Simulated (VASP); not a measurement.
# Ag (P6_3/mmc) in VASP: notebook, part 2 of 3

VASP 6.6.1. Earlier steps stand in the parts before.

### Step 4. Single point, LDA

This run uses another cell than the first one, of the same volume but with other edges.

The input, INCAR:

```
SYSTEM = Ag
  PREC = Accurate
  ENCUT = 520
  EDIFF = 1E-6
  ISMEAR = 0
  SIGMA = 0.15
  LREAL = .False.
  LASPH = .True.
  NELM = 60
  ALGO = Fast
  ISIF = 2
  LWAVE = .False.
  LCHARG = .False.
  GGA = CA
  NBANDS = 18
```

The input, KPOINTS:

```
Automatic mesh
0
Gamma
  21 21 12
  0 0 0
```

The input, POSCAR:

```
Ag
1.0
    3.0125763338      0.0000000000      0.0000000000
   -1.5062881669      2.6089676359      0.0000000000
    0.0000000000      0.0000000000      4.5310000292
Ag
2
Direct
    0.3333333333      0.6666666667      0.2500000000
    0.6666666667      0.3333333333      0.7500000000
```

Potentials or basis: VASP PAW LDA potentials, release 64 (Ag).

The run is started by

```bash
cat potpaw_LDA.64/Ag/POTCAR > POTCAR
mpirun -np 1 vasp_std > vasp.out
```

OUTCAR:

```text
SYSTEM = Ag
   PREC = Accurate
   ENCUT = 520
   EDIFF = 1E-6
   ISMEAR = 0
   LREAL = .False.
   LASPH = .True.
   NELM = 60
   ISIF = 2
   GGA = CA

 ion  position               nearest neighbor table
   1  0.333  0.667  0.250-   2 2.86   2 2.86   2 2.86   2 2.86   2 2.86   2 2.86
   2  0.667  0.333  0.750-   1 2.86   1 2.86   1 2.86   1 2.86   1 2.86   1 2.86

  LATTYP: Found a hexagonal cell.
 ALAT       =     3.0125763338
 C/A-ratio  =     1.5040282891

  Lattice vectors:

 A1 = (   3.0125763338,   0.0000000000,   0.0000000000)
 A2 = (  -1.5062881669,   2.6089676359,   0.0000000000)
 A3 = (   0.0000000000,   0.0000000000,   4.5310000292)

Analysis of symmetry for initial positions (statically):
=====================================================================
 Subroutine PRICEL returns:
 Original cell was already a primitive cell.

 Routine SETGRP: Setting up the symmetry group for a
 hexagonal supercell.

 Subroutine GETGRP returns: Found 24 space group operations
 (whereof 12 operations were pure point group operations)
 out of a pool of 24 trial point group operations.

The static configuration has the point symmetry D_3d.
 The point group associated with its full space group is D_6h.

Analysis of symmetry for dynamics (positions and initial velocities):
=====================================================================
 Subroutine PRICEL returns:
 Original cell was already a primitive cell.

 Routine SETGRP: Setting up the symmetry group for a
 hexagonal supercell.

 Subroutine GETGRP returns: Found 24 space group operations
 (whereof 12 operations were pure point group operations)
 out of a pool of 24 trial point group operations.

The dynamic configuration has the point symmetry D_3d.
 The point group associated with its full space group is D_6h.

 Subroutine INISYM returns: Found 24 space group operations
 (whereof 12 operations are pure point group operations),
 and found     1 'primitive' translations

[... 110 lines left out ...]
   EFERMI_NEDOS =   21; number of points for ismear=-14 and -15
   IALGO  =     68    algorithm
   IMIX   =      4    mixing-type and parameters
     AMIX     =   0.40;   BMIX     =  1.00
     AMIX_MAG =   1.60;   BMIX_MAG =  1.00
  volume/ion in A,a.u.               =      17.81       120.16
  Fermi-wavevector in a.u.,A,eV,Ry     =   1.394276  2.634800 26.449806  1.944006
  Thomas-Fermi vector in A             =   2.517841
   LORBIT       =      0    0 simple, 1 ext, 2 COOP (PROOUT), +10 PAW based schemes
   GGA     = CA    functional components
   LHFCALC =     F    Hartree Fock is set to
   AEXX    =    0.0000 exact exchange contribution
   IVDW    =     0    specifies the selected vdW correction
   LEPSILON=     F    determine dielectric tensor
   LRPA    =     F    only Hartree local field effects (RPA)
 non-spin polarized calculation
 RMM-DIIS sequential band-by-band and
 Gauss-broadening in eV      SIGMA  =   0.15
  energy-cutoff  :      520.00
  volume of cell :       35.61
 maximum number of plane-waves:      1001
 NGX is ok and might be reduce to    24

 number of electron      21.9999994 magnetization

 Free energy of the ion-electron system (eV)
  ---------------------------------------------------
  ext. energy  EPLUGINS =         0.00000000
  ---------------------------------------------------
  free energy    TOTEN  =        -7.38813160 eV

  energy without entropy =       -7.38153257  energy(sigma->0) =       -7.38483208

 E-fermi :   7.5326     XC(G=0): -12.3239

 val. band max:        7.5247135401   @ k =   0.4762   0.0000   0.3333
 cond. band min:       7.5362811660   @ k =   0.4286   0.0952   0.1667
 fundamental gap:      0.0115676259
 Fermi energy:         7.5325857352

 k-point     1 :       0.0000    0.0000    0.0000
  band No.  band energies     occupation
      1       0.0350      2.00000
      2       1.4559      2.00000
      3       3.0214      2.00000
      4       3.0214      2.00000
      5       3.2628      2.00000
      6       3.2972      2.00000
[... 481 lines left out ...]
      5       2.9210      2.00000
      6       3.2771      2.00000
[... 10 lines left out ...]
     17      23.6946      0.00000
     18      24.4302      0.00000

 [... further k-points ...]
[... 5 lines left out ...]
  --------------------------------------------------------------------------------------
  -------------------------------------------------------------------------------------
  Total       -2.5586331     -2.5586331     -1.3744379      0.0000000      0.0000000      0.0000000
  in kB     -115.1112524   -115.1112524    -61.8350757      0.0000000      0.0000000      0.0000000
  external PRESSURE =     -97.3525268 kB  Pullay stress =       0.0000000 kB

 VOLUME and BASIS-vectors are now :
 -----------------------------------------------------------------------------
  energy-cutoff  :      520.00
  volume of cell :       35.61
      direct lattice vectors                 reciprocal lattice vectors
     3.012576334  0.000000000  0.000000000     0.331941796  0.191646686  0.000000000
    -1.506288167  2.608967636  0.000000000     0.000000000  0.383293371  0.000000000
     0.000000000  0.000000000  4.531000029     0.000000000  0.000000000  0.220701830

 POSITION                                       TOTAL-FORCE (eV/Angst)
 -----------------------------------------------------------------------------------
     -0.00000      1.73931      1.13275         0.000000     -0.000000      0.000000
      1.50629      0.86966      3.39825        -0.000000      0.000000      0.000000
 -----------------------------------------------------------------------------------
    total drift:                               -0.000000      0.000000     -0.000000

  FREE ENERGIE OF THE ION-ELECTRON SYSTEM (eV)
  ---------------------------------------------------
  free  energy   TOTEN  =        -7.3881315960 eV

  energy  without entropy=       -7.3815325680  energy(sigma->0) =       -7.38483208
```

OSZICAR:

```text
N       E                     dE             d eps       ncg     rms          rms(c)
DAV:   1     0.123955109822E+03    0.12396E+03   -0.11715E+04 12112   0.121E+03
DAV:   2    -0.592385563920E+01   -0.12988E+03   -0.12327E+03 12518   0.266E+02
DAV:   3    -0.796676893200E+01   -0.20429E+01   -0.20362E+01 14114   0.380E+01
DAV:   4    -0.797303249795E+01   -0.62636E-02   -0.62630E-02 13416   0.206E+00
DAV:   5    -0.797308523627E+01   -0.52738E-04   -0.52738E-04 13458   0.201E-01    0.702E+00
RMM:   6    -0.741236565542E+01    0.56072E+00   -0.13713E+00 12116   0.935E+00    0.447E+00
RMM:   7    -0.739608626330E+01    0.16279E-01   -0.17765E-02 12734   0.129E+00    0.259E+00
RMM:   8    -0.738812343987E+01    0.79628E-02   -0.19168E-03 13175   0.465E-01    0.187E-01
RMM:   9    -0.738813505648E+01   -0.11617E-04   -0.29267E-04 13337   0.134E-01    0.549E-02
RMM:  10    -0.738813248606E+01    0.25704E-05   -0.47148E-05 13520   0.510E-02    0.306E-02
RMM:  11    -0.738813197978E+01    0.50627E-06   -0.11292E-05 11965   0.208E-02    0.164E-02
RMM:  12    -0.738813159596E+01    0.38382E-06   -0.50836E-06 11622   0.169E-02
   1 F= -.73881316E+01 E0= -.73848321E+01  d E =-.659903E-02
```

Wall time 67 s (1 thread of Intel Xeon Platinum 8559C (Emerald Rapids), shared host); peak memory 0.27 GiB.

Results:

```
Free energy            : -7.3881 eV
Pressure               : -9.7 GPa
Band gap on the k mesh : zero (band 11 reaches 11.15 eV, above the bottom of band 12 at 4.27 eV)
```

Levels at points of the mesh, in eV from the Fermi level:
```csv
k point,band 9,band 10,band 11,band 12,band 13,band 14
"(0.00, 0.00, 0.00)",-4.22,-2.98,-2.98,0.34,4.47,14.98
"(0.00, 0.00, 0.50)",-3.27,-3.27,-3.27,-3.27,12.61,12.61
```

### Step 5. Single point, LDA

This run uses another cell than the first one, of the same volume but with other edges.

The input, INCAR:

```
ALGO     = Fast           # electronic algorithm
EDIFF    = 1E-6           # SCF threshold, eV
ENCUT    = 520            # plane-wave cutoff, eV
ISIF     = 2              # what is computed and relaxed
ISMEAR   = 0              # smearing method
LASPH    = True           # aspherical terms in the spheres
LCHARG   = False          # write CHGCAR
LREAL    = False          # projectors in reciprocal space
LWAVE    = False          # write WAVECAR
NBANDS   = 18             # bands
NELM     = 60             # most SCF steps
PREC     = Accurate       # precision mode
SIGMA    = 0.15           # smearing width, eV
```

The input, KPOINTS:

```
k-points
0
Gamma
  21 21 12
```

The input, POSCAR:

```
Ag
1.0
    2.8383750075      0.0000000000      0.0000000000
   -1.4191875037      2.4581048619      0.0000000000
    0.0000000000      0.0000000000      5.1042347141
Ag
2
Direct
    0.3333333333      0.6666666667      0.2500000000
    0.6666666667      0.3333333333      0.7500000000
```

The run is started by

```bash
cat potpaw_LDA.64/Ag/POTCAR > POTCAR
mpirun -np 1 vasp_std > vasp.out
```

Run time: 74 s. Hardware: 1 thread of Intel Xeon Platinum 8559C (Emerald Rapids), shared host; peak memory 0.27 GiB.

The run converged. Its results:

```yaml
Free_energy: -7.3873 eV
Pressure: -9.6 GPa
Band_gap_on_the_k_mesh: zero (band 11 reaches 11.97 eV, above the bottom of band 12 at 4.26 eV)
```

Stress tensor (GPa, compression positive):
```
 -7.36   0.00   0.00
  0.00  -7.36   0.00
  0.00   0.00 -14.10
```

Levels at points of the mesh, in eV from the Fermi level:
| k point | band 9 | band 10 | band 11 | band 12 | band 13 | band 14 |
| --- | --- | --- | --- | --- | --- | --- |
| (0.00, 0.00, 0.00) | -3.74 | -3.08 | -3.08 | -0.97 | 2.06 | 15.21 |
| (0.00, 0.00, 0.50) | -3.34 | -3.34 | -3.34 | -3.34 | 8.77 | 8.77 |

[end of part 2 of 3]
